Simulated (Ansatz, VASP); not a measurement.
## One calculation of InSb, two programs

```
In Sb
1.0
     0.00000    3.31875    3.31875
     3.31875    0.00000    3.31875
     3.31875    3.31875    0.00000
In Sb
1 1
Direct
  0.00000 0.00000 0.00000
  0.25000 0.25000 0.25000
```

Alike in both runs: task single point; functional PBE; k mesh 9 × 9 × 9; occupations tetrahedron; no spin polarisation.

|  | VASP | Ansatz |
| --- | --- | --- |
| version | VASP 6.6.1 | Ansatz 0.2.0 |
| potentials or method | VASP PAW PBE potentials, release 64 (In_d, Sb), cutoff 520 eV | all-electron LAPW, scalar-relativistic |

|  | VASP | Ansatz | Ansatz less VASP |
| --- | --- | --- | --- |
| pressure (GPa) | -0.1 | 0.0 | +0.04 |

Ansatz ran all-electron here, and VASP with PAW potentials. Ansatz's warnings: band table not solved further, tetrahedron derivatives may miss energy slope.

Spin-orbit coupling is off throughout.
